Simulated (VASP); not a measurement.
Input of a VASP 6.6.1 run:

File INCAR:

```
SYSTEM = KNaHCl
PREC = Accurate ; ENCUT = 500
EDIFF = 1E-6 ; ISMEAR = 0
SIGMA = 0.15 ; LREAL = .FALSE.
LASPH = .TRUE. ; NELM = 120
ALGO = Normal ; ISIF = 2
LWAVE = .FALSE. ; LCHARG = .FALSE.
GGA = PE ; NBANDS = 20
GGA_COMPAT = .FALSE.
```

KPOINTS

```
regular mesh
0
G
  4 4 3
  0 0 0
```

File POSCAR:

```
KNaHCl
1.0
    4.2263781580      0.0000000000      0.0000000000
    0.0000000000      4.2263781580      0.0000000000
    0.0000000000      0.0000000000      5.5977358550
K Na H Cl
1 1 1 1
Direct
    0.0000000000      0.0000000000      0.0000000000
    0.5000000000      0.5000000000      0.5000000000
    0.0000000000      0.0000000000      0.5000000000
    0.5000000000      0.5000000000      0.0000000000
```

Potentials or basis: VASP PAW PBE potentials, release 64 (K_sv, Na_pv, H, Cl).

The run is started by

```console
$ cat potpaw_PBE.64/K_sv/POTCAR potpaw_PBE.64/Na_pv/POTCAR potpaw_PBE.64/H/POTCAR potpaw_PBE.64/Cl/POTCAR > POTCAR
$ mpirun -np 1 vasp_std > vasp.out
```

Problem. What does it give for the pressure?

Solution. 0.4 GPa.

Problem. Estimate the band gap on the k mesh.

Solution. 2.97 eV (least direct gap 3.54 eV).

Stress tensor (GPa, compression positive):
```
 0.75  0.00  0.00
 0.00  0.75  0.00
 0.00  0.00 -0.32
```

Caveat: an odd mesh through Γ misses points on the zone boundary, where band edges can lie.
